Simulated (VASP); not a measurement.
Write the native input for VASP 6.6.1 that does the following.

```
Task                   : single point
Functional             : PBEsol
Potentials or basis    : VASP PAW PBE potentials, release 64 (Mg, O)
Cutoff                 : 520 eV
k mesh                 : 9 × 9 × 6
Occupations            : gaussian, width 0.05 eV
Spin                   : no spin polarisation
Dipole correction      : no
Further INCAR settings : ALGO = Normal; EDIFF = 1e-06; NBANDS = 16
```

The structure of MgO lies in POSCAR:

```
MgO
1.0
    3.7621955854      0.0000000000      0.0000000000
   -1.8810977927      3.2581569510      0.0000000000
    0.0000000000      0.0000000000      3.7644529028
Mg O
2 2
Direct
    0.6666666667      0.3333333333      0.7500000000
    0.3333333333      0.6666666667      0.2500000000
    0.6666666667      0.3333333333      0.2500000000
    0.3333333333      0.6666666667      0.7500000000
```

This cell differs from its parent crystal: volume 11.536 Å^3 an atom, c/a of the conventional cell 1.0006.

One way to write it, as run:

INCAR

```
ALGO = Normal
EDIFF = 1E-6
ENCUT = 520
GGA = PS
ISIF = 2
ISMEAR = 0
LASPH = T
LCHARG = F
LREAL = F
LWAVE = F
NBANDS = 16
NELM = 60
PREC = Accurate
SIGMA = 0.05
```

KPOINTS

```
k-points
0
Gamma
  9 9 6
```

Potentials or basis: VASP PAW PBE potentials, release 64 (Mg, O).

Run with:

```console
$ cat potpaw_PBE.64/Mg/POTCAR potpaw_PBE.64/O/POTCAR > POTCAR
$ mpirun -np 1 vasp_std > vasp.out
```

Results of the run:

| Item | Value |
| --- | --- |
| Pressure | 5.2 GPa |
| Band gap on the k mesh | 3.14 eV, indirect (least direct gap 3.31 eV) |

Caveat: the PAW data sets were made with another functional, which shifts forces and pressure a little.

Wall time 15 s on 1 thread of Intel(R) Xeon(R) Platinum 8488C (Sapphire Rapids), with other jobs on the host, peak memory 0.17 GiB.
